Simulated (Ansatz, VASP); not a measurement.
**AlNi3 in VASP and in Ansatz**

INCAR

```
PREC = Accurate ; ENCUT = 520
EDIFF = 1E-7 ; ISMEAR = 0
SIGMA = 0.05 ; LREAL = False
LASPH = True ; NELM = 150
ALGO = Fast ; ISIF = 2
LWAVE = False ; LCHARG = False
ISPIN = 2 ; MAGMOM = 0 0.31 0.31 0.31
LORBIT = 11 ; LMAXMIX = 4
GGA = PE ; NBANDS = 28
```

The input KPOINTS:

```
regular mesh
0
Gamma
  12 12 12
```

The input POSCAR:

```
AlNi3
1.0
    3.5902096418      0.0000000000      0.0000000000
    0.0000000000      3.5902096418      0.0000000000
    0.0000000000      0.0000000000      3.5902096418
Al Ni
1 3
Direct
    0.0000000000      0.0000000000      0.0000000000
    0.0000000000      0.5000000000      0.5000000000
    0.5000000000      0.0000000000      0.5000000000
    0.5000000000      0.5000000000      0.0000000000
```

Input for Ansatz:

```yaml
crystal:
  lattice:
    - [3.5902096418, 0.0, 0.0]
    - [0.0, 3.5902096418, 0.0]
    - [0.0, 0.0, 3.5902096418]
  atoms:
    - { symbol: Al, position: [0.0, 0.0, 0.0] }
    - { symbol: Ni, position: [0.0, 0.5, 0.5], spin: 0.31 }
    - { symbol: Ni, position: [0.5, 0.0, 0.5], spin: 0.31 }
    - { symbol: Ni, position: [0.5, 0.5, 0.0], spin: 0.31 }
basis:
  ecutwfc: 420
  ecutrho_ratio: 4
kpoints:
  mp_grid: { grid: [12, 12, 12] }
hamiltonian:
  xc: pbe
scf:
  occupations: { method: gaussian, width: 0.05 }
output:
  forces: true
  stress: true
  eigenvalues: true
  populations: true
magnetization:
  spin_polarized: true
```

Alike in both runs: task single point; functional PBE; k mesh 12 × 12 × 12; occupations gaussian, width 0.05 eV; collinear spin.

|  | VASP | Ansatz |
| --- | --- | --- |
| version | VASP 6.6.1 | Ansatz 0.2.0 |
| potentials or method | VASP PAW PBE potentials, release 64 (Al, Ni), cutoff 520 eV | scalar-relativistic, plane waves, PAW |
| valence electrons in the cell | 33 | 57 |

VASP gave:

| Quantity | Value |
| --- | --- |
| gap on the k mesh at the Fermi level (eV) | none |
| pressure (GPa) | -3.4 |
| net moment per atom (μB) | 0.18 |
| size of the moment on the site where the two differ most (μB) | 0.26 |

Q: Estimate Ansatz's values.

A: gap on the k mesh at the Fermi level (eV): none; pressure (GPa): -3.4; net moment per atom (μB): 0.19; size of the moment on the site where the two differ most (μB): 0.28.

Site moments also hang on the region over which each program counts them. A gap of «none» marks a metal or a gap that the smearing closes. With one functional, cell and mesh, what is left measures potentials, basis and numerics. VASP's potentials hold 33 valence electrons a cell and Ansatz's 57, so a difference there can come from the potentials and not from the codes.
